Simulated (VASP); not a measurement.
Here is a VASP 6.6.1 calculation.

File INCAR:

```
SYSTEM = Ta
PREC = Accurate ; ENCUT = 520
EDIFF = 1E-6 ; ISMEAR = -1
SIGMA = 0.1 ; LREAL = .False.
LASPH = .True. ; NELM = 100
ALGO = Normal ; ISIF = 2
LWAVE = .False. ; LCHARG = .False.
GGA = PE ; NBANDS = 24
```

Contents of KPOINTS:

```
Automatic mesh
0
Gamma
  7 7 7
  0 0 0
```

Contents of POSCAR:

```
Ta
1.0
   -1.6512800000      1.6512800000      1.6512800000
    1.6512800000     -1.6512800000      1.6512800000
    4.3346100000      5.5730700000     -4.3346100000
Ta
3
Direct
    0.0000000000      0.0000000000      0.0000000000
   -0.1250000000      0.0000000000      0.3333333333
   -0.2500000000      0.0000000000      0.6666666667
```

Potentials or basis: VASP PAW PBE potentials, release 64 (Ta_pv).

Run with:

```bash
$ cat potpaw_PBE.64/Ta_pv/POTCAR > POTCAR
$ mpirun -np 1 vasp_std > vasp.out
```

Q: What does it give for the largest force?

A: 1.026 eV/Å.

Q: What does it give for the pressure?

A: 6.2 GPa.

Forces in eV/Å, atoms in the order of the input:
```
Ta   0.762  0.555 -0.405
Ta   0.000  0.000  0.000
Ta  -0.762 -0.555  0.405
```

Caveat: the k points lie up to 0.38 Å⁻¹ apart; forces of over 1 eV/Å act on the atoms, so gaps and moduli don't describe the material at rest.
